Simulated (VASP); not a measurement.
# Zn (I4/mmm) in VASP: a series of runs, part 2 of 2

VASP 6.6.1. Earlier steps stand in the parts before.

### Step 3. Single point, PBEsol (normal strain along x -0.0300, normal strain along z -0.0300)

Contents of INCAR:

```
SYSTEM = Zn
PREC = Accurate ; ENCUT = 520
EDIFF = 1E-6 ; ISMEAR = 0
SIGMA = 0.15 ; LREAL = .FALSE.
LASPH = .TRUE. ; NELM = 80
ALGO = Normal ; ISIF = 2
LWAVE = .FALSE. ; LCHARG = .FALSE.
GGA = PS ; NBANDS = 12
```

Contents of KPOINTS:

```
regular mesh
0
G
  20 20 20
  0 0 0
```

Contents of POSCAR:

```
Zn
1.0
   -1.4841722663      1.5300745013      1.4841722663
    1.4841722663     -1.5300745013      1.4841722663
    1.4841722663      1.5300745013     -1.4841722663
Zn
1
Direct
    0.0000000000      0.0000000000      0.0000000000
```

Potentials or basis: VASP PAW PBE potentials, release 64 (Zn).

Started as:

```bash
$ cat potpaw_PBE.64/Zn/POTCAR > POTCAR
$ mpirun -np 1 vasp_std > vasp.out
```

OUTCAR:

```text
SYSTEM = Zn
   PREC = Accurate
   ENCUT = 520
   EDIFF = 1E-6
   ISMEAR = 0
   LREAL = .FALSE.
   LASPH = .TRUE.
   NELM = 80
   ISIF = 2
   GGA = PS

 ion  position               nearest neighbor table
   1  0.000  0.000  0.000-

  LATTYP: Found a body centered tetragonal cell.
 ALAT       =     2.9683445326
 C/A-ratio  =     1.0309278350

  Lattice vectors:

 A1 = (  -1.4841722663,  -1.5300745013,   1.4841722663)
 A2 = (   1.4841722663,  -1.5300745013,  -1.4841722663)
 A3 = (   1.4841722663,   1.5300745013,   1.4841722663)

Analysis of symmetry for initial positions (statically):
=====================================================================
 Subroutine PRICEL returns:
 Original cell was already a primitive cell.

 Routine SETGRP: Setting up the symmetry group for a
 body centered tetragonal supercell.

 Subroutine GETGRP returns: Found 16 space group operations
 (whereof 16 operations were pure point group operations)
 out of a pool of 16 trial point group operations.

The static configuration has the point symmetry D_4h.

Analysis of symmetry for dynamics (positions and initial velocities):
[... 171 lines left out ...]
      6      -3.5283      2.00000
      7      24.9363      0.00000
      8      25.1839      0.00000
      9      25.1839      0.00000
     10      25.5069      0.00000
     11      26.3795      0.00000
     12      26.3795      0.00000
[... 331 lines left out ...]
 k-point    24 :      -0.4000    0.0500    0.0000
  band No.  band energies     occupation
      1      -5.0421      2.00000
      2      -4.4975      2.00000
      3      -3.6410      2.00000
      4      -3.5538      2.00000
      5      -3.3583      2.00000
      6      -1.9588      2.00000
      7       6.9911      0.00000
      8      16.4833      0.00000
      9      17.9810      0.00000
     10      21.7683      0.00000
     11      23.6709      0.00000
     12      30.5182      0.00000

 [... further k-points ...]

------------------------ aborting loop because EDIFF is reached ----------------------------------------

  FORCE on cell =-STRESS in cart. coord.  units (eV):
  Direction    XX          YY          ZZ          XY          YZ          ZX
  --------------------------------------------------------------------------------------
  -------------------------------------------------------------------------------------
  Total        0.4838755      0.6068343      0.4838755      0.0000000     -0.0000000      0.0000000
  in kB       57.5046633     72.1173054     57.5046633      0.0000000     -0.0000000      0.0000000
  external PRESSURE =      62.3755440 kB  Pullay stress =       0.0000000 kB

 VOLUME and BASIS-vectors are now :
 -----------------------------------------------------------------------------
  energy-cutoff  :      520.00
  volume of cell :       13.48
      direct lattice vectors                 reciprocal lattice vectors
    -1.484172266  1.530074501  1.484172266     0.000000000  0.326781473  0.336888117
     1.484172266 -1.530074501  1.484172266     0.336888117  0.000000000  0.336888117
     1.484172266  1.530074501 -1.484172266     0.336888117  0.326781473  0.000000000

 POSITION                                       TOTAL-FORCE (eV/Angst)
 -----------------------------------------------------------------------------------
      0.00000      0.00000      0.00000        -0.000000      0.000000      0.000000
 -----------------------------------------------------------------------------------
    total drift:                                0.000000     -0.000000      0.000000

  FREE ENERGIE OF THE ION-ELECTRON SYSTEM (eV)
  ---------------------------------------------------
  free  energy   TOTEN  =        -1.4807882481 eV

  energy  without entropy=       -1.4777208108  energy(sigma->0) =       -1.47925453
```

stdout:

```text
POSCAR found type information on POSCAR Zn
 POSCAR found :  1 types and       1 ions
 scaLAPACK will be used
 -----------------------------------------------------------------------------
|                                                                             |
|                                                                             |
|     You enforced a specific xc type in the INCAR file but a different       |
|     I HOPE YOU KNOW WHAT YOU ARE DOING!                                     |
|                                                                             |
 -----------------------------------------------------------------------------

 LDA part: xc-table for (Slater+PW92), standard interpolation
 POSCAR, INCAR and KPOINTS ok, starting setup
 FFT: planning ... GRIDC
 FFT: planning ... GRID_SOFT
 FFT: planning ... GRID
 WAVECAR not read
 entering main loop
```

It took 32 s on 1 thread of Intel Xeon 6975P-C (Granite Rapids), shared host; peak memory 0.21 GiB.

Results:

```yaml
Free_energy: -1.4808 eV
Pressure: 6.2 GPa
Band_gap_on_the_k_mesh: zero (band 6 reaches 7.81 eV, above the bottom of band 7 at 3.12 eV)
```

Stress tensor (GPa, compression positive):
```
5.75 0.00 0.00
0.00 7.21 0.00
0.00 0.00 5.75
```

Caveat: the cell differs from its parent crystal (normal strain along x -0.0300, normal strain along z -0.0300); the PAW data sets were made with another functional, which shifts forces and pressure a little.

### Step 4. Single point, PBEsol (normal strain along x -0.0200, normal strain along z -0.0200)

Contents of INCAR:

```
PREC = Accurate ; ENCUT = 520
EDIFF = 1E-6 ; ISMEAR = 0
SIGMA = 0.15 ; LREAL = F
LASPH = T ; NELM = 60
ALGO = Normal ; ISIF = 2
LWAVE = F ; LCHARG = F
GGA = PS ; NBANDS = 12
```

Contents of KPOINTS:

```
Automatic mesh
0
Gamma
  20 20 20
```

Contents of POSCAR:

```
Zn
1.0
   -1.4994730113      1.5300745013      1.4994730113
    1.4994730113     -1.5300745013      1.4994730113
    1.4994730113      1.5300745013     -1.4994730113
Zn
1
Direct
    0.0000000000      0.0000000000      0.0000000000
```

Potentials or basis: VASP PAW PBE potentials, release 64 (Zn).

Started as:

```bash
$ cat potpaw_PBE.64/Zn/POTCAR > POTCAR
$ mpirun -np 1 vasp_std > vasp.out
```

OUTCAR:

```text
PREC = Accurate
   ENCUT = 520
   EDIFF = 1E-6
   ISMEAR = 0
   LREAL = F
   LASPH = T
   NELM = 60
   ISIF = 2
   GGA = PS

 ion  position               nearest neighbor table
   1  0.000  0.000  0.000-

  LATTYP: Found a body centered tetragonal cell.
 ALAT       =     2.9989460226
 C/A-ratio  =     1.0204081632

  Lattice vectors:

 A1 = (  -1.4994730113,  -1.5300745013,   1.4994730113)
 A2 = (   1.4994730113,  -1.5300745013,  -1.4994730113)
 A3 = (   1.4994730113,   1.5300745013,   1.4994730113)

Analysis of symmetry for initial positions (statically):
=====================================================================
 Subroutine PRICEL returns:
 Original cell was already a primitive cell.

 Routine SETGRP: Setting up the symmetry group for a
 body centered tetragonal supercell.

 Subroutine GETGRP returns: Found 16 space group operations
 (whereof 16 operations were pure point group operations)
 out of a pool of 16 trial point group operations.

The static configuration has the point symmetry D_4h.

Analysis of symmetry for dynamics (positions and initial velocities):
=====================================================================
 Subroutine PRICEL returns:
 Original cell was already a primitive cell.

 Routine SETGRP: Setting up the symmetry group for a
 body centered tetragonal supercell.

 Subroutine GETGRP returns: Found 16 space group operations
 (whereof 16 operations were pure point group operations)
 out of a pool of 16 trial point group operations.

The dynamic configuration has the point symmetry D_4h.

 Subroutine INISYM returns: Found 16 space group operations
 (whereof 16 operations are pure point group operations),
 and found     1 'primitive' translations

----------------------------------------------------------------------------------------

                                     Primitive cell

  volume of cell :      13.7610

  direct lattice vectors                    reciprocal lattice vectors
    -1.499473011  1.530074501  1.499473011     0.000000000  0.326781473  0.333450483
     1.499473011 -1.530074501  1.499473011     0.333450483  0.000000000  0.333450483
     1.499473011  1.530074501 -1.499473011     0.333450483  0.326781473  0.000000000

  length of vectors
     2.614950593  2.614950593  2.614950593     0.466878310  0.471570196  0.466878310

  position of ions in fractional coordinates (direct lattice)
     0.000000000  0.000000000  0.000000000

  ion indices of the primitive-cell ions
   primitive index   ion index
                 1           1

----------------------------------------------------------------------------------------

 KPOINTS: Automatic mesh

Automatic generation of k-mesh.
 Grid dimensions read from file:
 generate k-points for:   20   20   20

 Generating k-lattice:

  Cartesian coordinates                     Fractional coordinates (reciprocal lattice)
     0.000000000  0.016339074  0.016672524     0.050000000  0.000000000 -0.000000000
     0.016672524  0.000000000  0.016672524     0.000000000  0.050000000  0.000000000
     0.016672524  0.016339074  0.000000000    -0.000000000  0.000000000  0.050000000

  Length of vectors
     0.023343915  0.023578510  0.023343915

  Shift w.r.t. Gamma in fractional coordinates (k-lattice)
     0.000000000  0.000000000  0.000000000

 Subroutine IBZKPT returns following result:
 ===========================================

 Found    641 irreducible k-points:

 Following reciprocal coordinates:
            Coordinates               Weight
  0.000000  0.000000  0.000000      1.000000
  0.050000  0.000000 -0.000000      8.000000
  0.100000 -0.000000  0.000000      8.000000
  0.150000 -0.000000  0.000000      8.000000
  0.200000 -0.000000  0.000000      8.000000
  0.250000 -0.000000  0.000000      8.000000
[... 16 lines left out ...]
 -0.450000  0.050000  0.000000     16.000000
 -0.400000  0.050000  0.000000     16.000000
 [... further k-points ...]
   k-points           NKPTS =    641   k-points in BZ     NKDIM =    641   number of bands    NBANDS=     12
   number of dos      NEDOS =    301   number of ions     NIONS =      1
   total plane-waves  NPLWV =   8000
   dimension x,y,z NGX =    20 NGY =   20 NGZ =   20
   dimension x,y,z NGXF=    40 NGYF=   40 NGZF=   40
   ions per type =               1
   NGX,Y,Z   is equivalent  to a cutoff of  12.72, 12.72, 12.72 a.u.
   NGXF,Y,Z  is equivalent  to a cutoff of  25.43, 25.43, 25.43 a.u.
 SYSTEM =  unknown system
   PREC   = accura    normal or accurate (medium, high low for compatibility)
   ISTART =      0    job   : 0-new  1-cont  2-samecut
   ICHARG =      2    charge: 1-file 2-atom 10-const
   ISPIN  =      1    spin polarized calculation?
   LNONCOLLINEAR =      F non collinear calculations
   LSORBIT =      F    spin-orbit coupling
   LASPH  =      T    aspherical Exc in radial PAW
   ENCUT  =  520.0 eV  38.22 Ry    6.18 a.u.   4.86  4.86  4.86*2*pi/ulx,y,z
   NELM   =     60;   NELMIN=  2; NELMDL= -5     # of ELM steps
   EDIFF  = 0.1E-05   stopping-criterion for ELM
   LREAL  =      F    real-space projection
   EDIFFG = 0.1E-04   stopping-criterion for IOM
   NSW    =      0    number of steps for IOM
   IBRION =     -1    ionic relax: 0-MD 1-quasi-New 2-CG
   NFREE  =      0    steps in history (QN), initial steepest desc. (CG)
   ISIF   =      2    stress and relaxation
   ISYM   =      2    0-nonsym 1-usesym 2-fastsym
   POTIM  = 0.5000    time-step for ionic-motion
   TEBEG  =    0.0;   TEEND  =   0.0 temperature during run
   PSTRESS=    0.0 pullay stress
   NELECT =      12.0000    total number of electrons
   NUPDOWN=      -1.0000    fix difference up-down
   EMIN   =  10.00;   EMAX   =-10.00  energy-range for DOS
   EFERMI =   0.00;   METHOD = LEGACY
   ISMEAR =     0;   SIGMA  =   0.15  broadening in eV -4-tet -1-fermi 0-gaus
   EFERMI_NEDOS =   21; number of points for ismear=-14 and -15
   IALGO  =     38    algorithm
   IMIX   =      4    mixing-type and parameters
     AMIX     =   0.40;   BMIX     =  1.00
     AMIX_MAG =   1.60;   BMIX_MAG =  1.00
  volume/ion in A,a.u.               =      13.76        92.86
  Fermi-wavevector in a.u.,A,eV,Ry     =   1.564055  2.955635 33.283487  2.446267
  Thomas-Fermi vector in A             =   2.666735
   LORBIT       =      0    0 simple, 1 ext, 2 COOP (PROOUT), +10 PAW based schemes
   GGA     = PS    functional components
   LHFCALC =     F    Hartree Fock is set to
   AEXX    =    0.0000 exact exchange contribution
   IVDW    =     0    specifies the selected vdW correction
   LEPSILON=     F    determine dielectric tensor
   LRPA    =     F    only Hartree local field effects (RPA)
 non-spin polarized calculation
 Gauss-broadening in eV      SIGMA  =   0.15
  energy-cutoff  :      520.00
  volume of cell :       13.76
 maximum number of plane-waves:       384
   NGX =  9   NGY =  9   NGZ =  9

 number of electron      11.9999984 magnetization

 Free energy of the ion-electron system (eV)
  ---------------------------------------------------
  ext. energy  EPLUGINS =         0.00000000
  ---------------------------------------------------
  free energy    TOTEN  =        -1.48900497 eV

  energy without entropy =       -1.48608861  energy(sigma->0) =       -1.48754679

 E-fermi :   3.9085     XC(G=0): -12.2504

 val. band max:        3.9012836369   @ k =  -0.4500   0.5000   0.1500
 cond. band min:       3.9324787454   @ k =   0.4500   0.0000   0.0000
 fundamental gap:      0.0311951086
 Fermi energy:         3.9084966825

 k-point     1 :       0.0000    0.0000    0.0000
  band No.  band energies     occupation
      1      -7.5394      2.00000
      2      -4.3032      2.00000
      3      -4.3032      2.00000
      4      -4.2586      2.00000
      5      -3.6951      2.00000
      6      -3.6551      2.00000
      7      24.5065      0.00000
      8      24.7264      0.00000
      9      24.7264      0.00000
     10      25.2855      0.00000
     11      25.7966      0.00000
     12      25.7966      0.00000
[... 331 lines left out ...]
 k-point    24 :      -0.4000    0.0500    0.0000
  band No.  band energies     occupation
      1      -5.0942      2.00000
      2      -4.5898      2.00000
      3      -3.7479      2.00000
      4      -3.6679      2.00000
      5      -3.4792      2.00000
      6      -2.0238      2.00000
      7       6.8010      0.00000
      8      16.0850      0.00000
      9      17.5464      0.00000
     10      21.3091      0.00000
     11      23.1131      0.00000
     12      29.9590      0.00000

 [... further k-points ...]

------------------------ aborting loop because EDIFF is reached ----------------------------------------

  FORCE on cell =-STRESS in cart. coord.  units (eV):
  Direction    XX          YY          ZZ          XY          YZ          ZX
  --------------------------------------------------------------------------------------
  -------------------------------------------------------------------------------------
  Total        0.3150639      0.4000761      0.3150639      0.0000000      0.0000000      0.0000000
  in kB       36.6825333     46.5804140     36.6825333      0.0000000      0.0000000      0.0000000
  external PRESSURE =      39.9818269 kB  Pullay stress =       0.0000000 kB

 VOLUME and BASIS-vectors are now :
 -----------------------------------------------------------------------------
  energy-cutoff  :      520.00
  volume of cell :       13.76
      direct lattice vectors                 reciprocal lattice vectors
    -1.499473011  1.530074501  1.499473011     0.000000000  0.326781473  0.333450483
     1.499473011 -1.530074501  1.499473011     0.333450483  0.000000000  0.333450483
     1.499473011  1.530074501 -1.499473011     0.333450483  0.326781473  0.000000000

 POSITION                                       TOTAL-FORCE (eV/Angst)
 -----------------------------------------------------------------------------------
      0.00000      0.00000      0.00000        -0.000000      0.000000     -0.000000
 -----------------------------------------------------------------------------------
    total drift:                                0.000000     -0.000000      0.000000

  FREE ENERGIE OF THE ION-ELECTRON SYSTEM (eV)
  ---------------------------------------------------
  free  energy   TOTEN  =        -1.4890049658 eV

  energy  without entropy=       -1.4860886069  energy(sigma->0) =       -1.48754679
```

stdout:

```text
POSCAR found type information on POSCAR Zn
 POSCAR found :  1 types and       1 ions
 scaLAPACK will be used
 -----------------------------------------------------------------------------
|                                                                             |
|                                                                             |
|     You enforced a specific xc type in the INCAR file but a different       |
|     I HOPE YOU KNOW WHAT YOU ARE DOING!                                     |
|                                                                             |
 -----------------------------------------------------------------------------

 LDA part: xc-table for (Slater+PW92), standard interpolation
 POSCAR, INCAR and KPOINTS ok, starting setup
 FFT: planning ... GRIDC
 FFT: planning ... GRID_SOFT
 FFT: planning ... GRID
 WAVECAR not read
 entering main loop
```

Run time: 34 s. Hardware: 1 thread of Intel Xeon 6975P-C (Granite Rapids), shared host; peak memory 0.21 GiB.

Results:

```
Free energy            : -1.4890 eV
Pressure               : 4.0 GPa
Band gap on the k mesh : zero (band 6 reaches 7.83 eV, above the bottom of band 7 at 2.94 eV)
```

Caveat: the cell differs from its parent crystal (normal strain along x -0.0200, normal strain along z -0.0200); the PAW data sets were made with another functional, which shifts forces and pressure a little.

### Step 5. Single point, PBEsol (normal strain along x -0.0400, normal strain along z +0.0000)

Contents of INCAR:

```
SYSTEM = Zn
PREC = Accurate
ENCUT = 520
EDIFF = 1E-6
ISMEAR = 0
SIGMA = 0.15
LREAL = .FALSE.
LASPH = .TRUE.
NELM = 80
ALGO = Fast
ISIF = 2
LWAVE = .FALSE.
LCHARG = .FALSE.
GGA = PS
NBANDS = 12
```

Contents of KPOINTS:

```
Automatic mesh
0
G
  20 20 20
  0 0 0
```

Contents of POSCAR:

```
Zn
1.0
   -1.4688715212      1.5300745013      1.5300745013
    1.4688715212     -1.5300745013      1.5300745013
    1.4688715212      1.5300745013     -1.5300745013
Zn
1
Direct
    0.0000000000      0.0000000000      0.0000000000
```

Started as:

```bash
$ cat potpaw_PBE.64/Zn/POTCAR > POTCAR
$ mpirun -np 1 vasp_std > vasp.out
```

Run time: 37 s. Hardware: 1 thread of Intel Xeon 6975P-C (Granite Rapids), shared host; peak memory 0.21 GiB.

Results (log left out):

- Free energy: -1.4905 eV
- Pressure: 4.1 GPa
- Band gap on the k mesh: zero (band 6 reaches 7.71 eV, above the bottom of band 7 at 2.73 eV)

Stress tensor (GPa, compression positive):
```
2.67 0.00 0.00
0.00 4.80 0.00
0.00 0.00 4.80
```

Levels at points of the mesh, in eV from the Fermi level:
```
           k point  band 3  band 4  band 5  band 6  band 7  band 8  band 9  band 10
(0.00, 0.00, 0.00)   -8.14   -8.14   -7.61   -7.52   20.25   20.25   21.33    21.80
(0.50, 0.00, 0.00)   -7.66   -7.55   -7.16   -3.42   -1.16   12.84   14.12    16.83
(0.00, 0.50, 0.00)   -7.59   -7.48   -7.15   -3.17   -0.72   11.83   13.01    15.86
(0.50, 0.50, 0.50)   -7.26   -7.26   -7.23    3.82    3.82    5.20    8.23     8.56
```

Caveat: the cell differs from its parent crystal (normal strain along x -0.0400, normal strain along z +0.0000); the PAW data sets were made with another functional, which shifts forces and pressure a little.

### Step 6. The runs side by side

```tsv
cell	gap on the mesh (eV)	pressure (GPa)
a = 2.580 Å, angles 110.6, 107.3, 110.6°, 1 atom	none	8.7
a = 2.597 Å, angles 110.3, 107.8, 110.3°, 1 atom	none	6.2
a = 2.615 Å, angles 110.0, 108.4, 110.0°, 1 atom	none	4.0
a = 2.615 Å, angles 111.7, 108.4, 108.4°, 1 atom	none	4.1
```

Alike in all rows: task single point; level PBEsol; potentials or basis VASP PAW PBE potentials, release 64 (Zn); no spin polarisation; k mesh 20 × 20 × 20; cutoff (eV) 520; smearing gaussian 0.15 eV.

Caveats: the PAW data sets were made with another functional, which shifts forces and pressure a little.

Absolute energies hang on the potentials; compare differences alone.
